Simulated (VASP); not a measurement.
# NaF (Fm-3m) in VASP: further runs

NaF is run at these levels: PBE; tasks: single point.

All numbers are computed with VASP 6.6.1; they aren't measurements. Logs are shortened: lines on timing, memory, paths and dates and some standing lists are left out, and cuts for length are marked.

### 1 The cell of the first run

It takes space group Fm-3m (No. 225, cubic). The conventional cell has a = 4.553 Å, b = 4.553 Å, c = 4.553 Å, α = 90.00°, β = 90.00°, γ = 90.00°. Na (site symmetry m-3m) has 6 F at 2.28 Å within 3.0 Å. F (site symmetry m-3m) has 6 Na at 2.28 Å within 3.0 Å.

### 2 Single point, PBE (volume scaled by 0.9405)

INCAR

```
SYSTEM = NaF
PREC = Accurate
ENCUT = 520
EDIFF = 1E-6
ISMEAR = -1
SIGMA = 0.02
LREAL = .FALSE.
LASPH = .TRUE.
NELM = 100
ALGO = Normal
ISIF = 2
LWAVE = .FALSE.
LCHARG = .FALSE.
GGA = PE
NBANDS = 14
```

KPOINTS

```
regular mesh
0
G
  10 10 10
  0 0 0
```

POSCAR

```
NaF
1.0
    0.0000000000      2.2762758583      2.2762758583
    2.2762758583      0.0000000000      2.2762758583
    2.2762758583      2.2762758583      0.0000000000
Na F
1 1
Direct
    0.0000000000      0.0000000000      0.0000000000
    0.5000000000      0.5000000000      0.5000000000
```

Potentials or basis: VASP PAW PBE potentials, release 64 (Na_pv, F).

The run is started by

```
> cat potpaw_PBE.64/Na_pv/POTCAR potpaw_PBE.64/F/POTCAR > POTCAR
> mpirun -np 1 vasp_std > vasp.out
```

OUTCAR:

```text
SYSTEM = NaF
   PREC = Accurate
   ENCUT = 520
   EDIFF = 1E-6
   ISMEAR = -1
   LREAL = .FALSE.
   LASPH = .TRUE.
   NELM = 100
   ISIF = 2
   GGA = PE

 ion  position               nearest neighbor table
   1  0.000  0.000  0.000-   2 2.28   2 2.28   2 2.28   2 2.28   2 2.28   2 2.28
   2  0.500  0.500  0.500-   1 2.28   1 2.28   1 2.28   1 2.28   1 2.28   1 2.28

  LATTYP: Found a face centered cubic cell.
 ALAT       =     4.5525517166

  Lattice vectors:

 A1 = (   0.0000000000,   2.2762758583,   2.2762758583)
 A2 = (   2.2762758583,   0.0000000000,   2.2762758583)
 A3 = (   2.2762758583,   2.2762758583,   0.0000000000)

Analysis of symmetry for initial positions (statically):
=====================================================================
 Subroutine PRICEL returns:
 Original cell was already a primitive cell.

 Routine SETGRP: Setting up the symmetry group for a
 face centered cubic supercell.

 Subroutine GETGRP returns: Found 48 space group operations
 (whereof 48 operations were pure point group operations)
 out of a pool of 48 trial point group operations.

The static configuration has the point symmetry O_h .

Analysis of symmetry for dynamics (positions and initial velocities):
=====================================================================
 Subroutine PRICEL returns:
 Original cell was already a primitive cell.

 Routine SETGRP: Setting up the symmetry group for a
 face centered cubic supercell.

 Subroutine GETGRP returns: Found 48 space group operations
 (whereof 48 operations were pure point group operations)
 out of a pool of 48 trial point group operations.

The dynamic configuration has the point symmetry O_h .

 Subroutine INISYM returns: Found 48 space group operations
 (whereof 48 operations are pure point group operations),
 and found     1 'primitive' translations

----------------------------------------------------------------------------------------

                                     Primitive cell

  volume of cell :      23.5887

  direct lattice vectors                    reciprocal lattice vectors
     0.000000000  2.276275858  2.276275858    -0.219657032  0.219657032  0.219657032
     2.276275858  0.000000000  2.276275858     0.219657032 -0.219657032  0.219657032
     2.276275858  2.276275858  0.000000000     0.219657032  0.219657032 -0.219657032

  length of vectors
     3.219140191  3.219140191  3.219140191     0.380457140  0.380457140  0.380457140

  position of ions in fractional coordinates (direct lattice)
     0.000000000  0.000000000  0.000000000
     0.500000000  0.500000000  0.500000000

  ion indices of the primitive-cell ions
   primitive index   ion index
                 1           1
                 2           2

----------------------------------------------------------------------------------------

 KPOINTS: regular mesh

Automatic generation of k-mesh.
 Grid dimensions read from file:
 generate k-points for:   10   10   10

 Generating k-lattice:

  Cartesian coordinates                     Fractional coordinates (reciprocal lattice)
    -0.021965703  0.021965703  0.021965703     0.100000000  0.000000000  0.000000000
     0.021965703 -0.021965703  0.021965703     0.000000000  0.100000000  0.000000000
     0.021965703  0.021965703 -0.021965703     0.000000000  0.000000000  0.100000000

  Length of vectors
     0.038045714  0.038045714  0.038045714

  Shift w.r.t. Gamma in fractional coordinates (k-lattice)
     0.000000000  0.000000000  0.000000000

 Subroutine IBZKPT returns following result:
 ===========================================

 Found     47 irreducible k-points:

 Following reciprocal coordinates:
            Coordinates               Weight
  0.000000  0.000000  0.000000      1.000000
  0.100000  0.000000  0.000000      8.000000
  0.200000  0.000000  0.000000      8.000000
  0.300000  0.000000  0.000000      8.000000
  0.400000  0.000000  0.000000      8.000000
  0.500000  0.000000  0.000000      4.000000
[... 16 lines left out ...]
  0.300000  0.300000  0.000000      6.000000
  0.400000  0.300000  0.000000     24.000000
 [... further k-points ...]
   k-points           NKPTS =     47   k-points in BZ     NKDIM =     47   number of bands    NBANDS=     14
   number of dos      NEDOS =    301   number of ions     NIONS =      2
   total plane-waves  NPLWV =  13824
   dimension x,y,z NGX =    24 NGY =   24 NGZ =   24
   dimension x,y,z NGXF=    48 NGYF=   48 NGZF=   48
   ions per type =               1   1
   NGX,Y,Z   is equivalent  to a cutoff of  12.39, 12.39, 12.39 a.u.
   NGXF,Y,Z  is equivalent  to a cutoff of  24.79, 24.79, 24.79 a.u.
 SYSTEM =  NaF
   PREC   = accura    normal or accurate (medium, high low for compatibility)
   ISTART =      0    job   : 0-new  1-cont  2-samecut
   ICHARG =      2    charge: 1-file 2-atom 10-const
   ISPIN  =      1    spin polarized calculation?
   LNONCOLLINEAR =      F non collinear calculations
   LSORBIT =      F    spin-orbit coupling
   LASPH  =      T    aspherical Exc in radial PAW
   ENCUT  =  520.0 eV  38.22 Ry    6.18 a.u.   5.99  5.99  5.99*2*pi/ulx,y,z
   NELM   =    100;   NELMIN=  2; NELMDL= -5     # of ELM steps
   EDIFF  = 0.1E-05   stopping-criterion for ELM
   LREAL  =      F    real-space projection
   EDIFFG = 0.1E-04   stopping-criterion for IOM
   NSW    =      0    number of steps for IOM
   IBRION =     -1    ionic relax: 0-MD 1-quasi-New 2-CG
   NFREE  =      0    steps in history (QN), initial steepest desc. (CG)
   ISIF   =      2    stress and relaxation
   ISYM   =      2    0-nonsym 1-usesym 2-fastsym
   POTIM  = 0.5000    time-step for ionic-motion
   TEBEG  =    0.0;   TEEND  =   0.0 temperature during run
   PSTRESS=    0.0 pullay stress
   NELECT =      14.0000    total number of electrons
   NUPDOWN=      -1.0000    fix difference up-down
   EMIN   =  10.00;   EMAX   =-10.00  energy-range for DOS
   EFERMI =   0.00;   METHOD = LEGACY
   ISMEAR =    -1;   SIGMA  =   0.02  broadening in eV -4-tet -1-fermi 0-gaus
   EFERMI_NEDOS =   21; number of points for ismear=-14 and -15
   IALGO  =     38    algorithm
   IMIX   =      4    mixing-type and parameters
     AMIX     =   0.40;   BMIX     =  1.00
     AMIX_MAG =   1.60;   BMIX_MAG =  1.00
  volume/ion in A,a.u.               =      11.79        79.59
  Fermi-wavevector in a.u.,A,eV,Ry     =   1.375781  2.599849 25.752742  1.892773
  Thomas-Fermi vector in A             =   2.501085
   LORBIT       =      0    0 simple, 1 ext, 2 COOP (PROOUT), +10 PAW based schemes
   GGA     = PE    functional components
   LHFCALC =     F    Hartree Fock is set to
   AEXX    =    0.0000 exact exchange contribution
   IVDW    =     0    specifies the selected vdW correction
   LEPSILON=     F    determine dielectric tensor
   LRPA    =     F    only Hartree local field effects (RPA)
 non-spin polarized calculation
  energy-cutoff  :      520.00
  volume of cell :       23.59
 maximum number of plane-waves:       647
   NGX = 11   NGY = 11   NGZ = 11

 number of electron      14.0000003 magnetization

 Free energy of the ion-electron system (eV)
  ---------------------------------------------------
  ext. energy  EPLUGINS =         0.00000000
  ---------------------------------------------------
  free energy    TOTEN  =        -8.53050041 eV

  energy without entropy =       -8.53050041  energy(sigma->0) =       -8.53050041

 E-fermi :  -1.3991     XC(G=0):  -9.4121

 val. band max:       -1.8423666852   @ k =   0.0000   0.0000   0.0000
 cond. band min:       4.7541663121   @ k =   0.0000   0.0000   0.0000
 fundamental gap:      6.5965329974
 Fermi energy:        -1.3990986341

 k-point     1 :       0.0000    0.0000    0.0000
  band No.  band energies     occupation
      1     -21.1094      2.00000
      2     -20.6341      2.00000
      3     -20.6341      2.00000
      4     -20.6341      2.00000
      5      -1.8424      2.00000
      6      -1.8424      2.00000
      7      -1.8424      2.00000
      8       4.7542      0.00000
      9      17.5155      0.00000
     10      17.5155      0.00000
     11      17.5155      0.00000
     12      20.4892      0.00000
     13      22.7276      0.00000
     14      22.7276      0.00000

 k-point     2 :       0.1000    0.0000    0.0000
  band No.  band energies     occupation
      1     -21.2249      2.00000
      2     -20.6354      2.00000
      3     -20.6354      2.00000
      4     -20.5038      2.00000
      5      -2.0529      2.00000
      6      -1.8701      2.00000
      7      -1.8701      2.00000
      8       5.1254      0.00000
      9      16.2165      0.00000
     10      17.6864      0.00000
     11      17.6865      0.00000
     12      21.9944      0.00000
     13      22.3522      0.00000
     14      22.3522      0.00000

 k-point     3 :       0.2000    0.0000    0.0000
  band No.  band energies     occupation
      1     -21.4132      2.00000
      2     -20.6389      2.00000
      3     -20.6389      2.00000
      4     -20.2757      2.00000
      5      -2.5380      2.00000
      6      -1.9418      2.00000
      7      -1.9418      2.00000
      8       6.0783      0.00000
      9      14.4454      0.00000
     10      18.1229      0.00000
     11      18.1229      0.00000
     12      21.7526      0.00000
     13      21.7526      0.00000
     14      23.3438      0.00000
[... 324 lines left out ...]
 k-point    23 :       0.3000    0.3000    0.0000
  band No.  band energies     occupation
      1     -21.3364      2.00000
      2     -20.6754      2.00000
      3     -20.6754      2.00000
      4     -20.2878      2.00000
      5      -2.9813      2.00000
      6      -2.1355      2.00000
      7      -2.1355      2.00000
      8       8.1225      0.00000
      9      12.7737      0.00000
     10      16.6135      0.00000
     11      18.2873      0.00000
     12      18.2873      0.00000
     13      24.7084      0.00000
     14      25.0600      0.00000

 k-point    24 :       0.4000    0.3000    0.0000
  band No.  band energies     occupation
      1     -21.3012      2.00000
      2     -20.6914      2.00000
      3     -20.6817      2.00000
      4     -20.3044      2.00000
      5      -3.0981      2.00000
      6      -2.2515      2.00000
      7      -2.1914      2.00000
      8       9.1499      0.00000
      9      12.2354      0.00000
     10      15.4613      0.00000
     11      18.4025      0.00000
     12      18.4540      0.00000
     13      24.4368      0.00000
     14      25.4702      0.00000

 [... further k-points ...]
[... 5 lines left out ...]
  --------------------------------------------------------------------------------------
  -------------------------------------------------------------------------------------
  Total        0.7797507      0.7797507      0.7797507     -0.0000000     -0.0000000      0.0000000
  in kB       52.9616692     52.9616692     52.9616692     -0.0000000     -0.0000000      0.0000000
  external PRESSURE =      52.9616692 kB  Pullay stress =       0.0000000 kB

 VOLUME and BASIS-vectors are now :
 -----------------------------------------------------------------------------
  energy-cutoff  :      520.00
  volume of cell :       23.59
      direct lattice vectors                 reciprocal lattice vectors
     0.000000000  2.276275858  2.276275858    -0.219657032  0.219657032  0.219657032
     2.276275858  0.000000000  2.276275858     0.219657032 -0.219657032  0.219657032
     2.276275858  2.276275858  0.000000000     0.219657032  0.219657032 -0.219657032

 POSITION                                       TOTAL-FORCE (eV/Angst)
 -----------------------------------------------------------------------------------
      0.00000      0.00000      0.00000        -0.000000      0.000000     -0.000000
      2.27628      2.27628      2.27628         0.000000     -0.000000      0.000000
 -----------------------------------------------------------------------------------
    total drift:                                0.000000     -0.000000      0.000000

  FREE ENERGIE OF THE ION-ELECTRON SYSTEM (eV)
  ---------------------------------------------------
  free  energy   TOTEN  =        -8.5305004140 eV

  energy  without entropy=       -8.5305004140  energy(sigma->0) =       -8.53050041
```

Run time: 4.2 s. Hardware: 1 thread of Intel Xeon 6975P-C (Granite Rapids), shared host; peak memory 0.13 GiB.

Results:

- Free energy: -8.5305 eV
- Pressure: 5.3 GPa
- Band gap on the k mesh: 6.60 eV, direct

Levels at points of the mesh, in eV from the valence-band top:
| k point | band 3 | band 4 | band 5 | band 6 | band 7 | band 8 | band 9 | band 10 | band 11 | band 12 |
| --- | --- | --- | --- | --- | --- | --- | --- | --- | --- | --- |
| (0.00, 0.00, 0.00) | -18.79 | -18.79 | 0.00 | 0.00 | 0.00 | 6.60 | 19.36 | 19.36 | 19.36 | 22.33 |
| (0.50, 0.00, 0.00) | -18.81 | -18.03 | -1.71 | -0.28 | -0.28 | 11.12 | 12.93 | 20.70 | 20.70 | 23.56 |
| (0.50, 0.50, 0.00) | -18.86 | -18.86 | -1.36 | -0.43 | -0.43 | 13.48 | 13.60 | 14.14 | 20.47 | 20.47 |

 A k mesh can miss the band edges.

### 3 Single point, PBE (volume scaled by 0.97)

INCAR

```
SYSTEM = NaF
  PREC = Accurate
  ENCUT = 520
  EDIFF = 1E-6
  ISMEAR = -1
  SIGMA = 0.02
  LREAL = .FALSE.
  LASPH = .TRUE.
  NELM = 80
  ALGO = Normal
  ISIF = 2
  LWAVE = .FALSE.
  LCHARG = .FALSE.
  GGA = PE
  NBANDS = 14
```

KPOINTS

```
Automatic mesh
0
G
  10 10 10
  0 0 0
```

POSCAR

```
NaF
1.0
    0.0000000000      2.2998307186      2.2998307186
    2.2998307186      0.0000000000      2.2998307186
    2.2998307186      2.2998307186      0.0000000000
Na F
1 1
Direct
    0.0000000000      0.0000000000      0.0000000000
    0.5000000000      0.5000000000      0.5000000000
```

Potentials or basis: VASP PAW PBE potentials, release 64 (Na_pv, F).

The run is started by

```
> cat potpaw_PBE.64/Na_pv/POTCAR potpaw_PBE.64/F/POTCAR > POTCAR
> mpirun -np 1 vasp_std > vasp.out
```

It took 4.5 s on 1 thread of Intel Xeon 6975P-C (Granite Rapids), shared host; peak memory 0.13 GiB.

Results (log left out):

* Free energy: -8.5515 eV
* Pressure: 3.3 GPa
* Band gap on the k mesh: 6.42 eV, direct

Levels at points of the mesh, in eV from the valence-band top:
```tsv
k point	band 3	band 4	band 5	band 6	band 7	band 8	band 9	band 10	band 11	band 12
(0.00, 0.00, 0.00)	-18.88	-18.88	0.00	0.00	0.00	6.42	19.14	19.14	19.14	22.04
(0.50, 0.00, 0.00)	-18.89	-18.12	-1.64	-0.27	-0.27	10.92	12.66	20.35	20.35	23.19
(0.50, 0.50, 0.00)	-18.94	-18.94	-1.31	-0.42	-0.42	13.34	13.38	13.83	20.06	20.06
```

 A k mesh can miss the band edges.
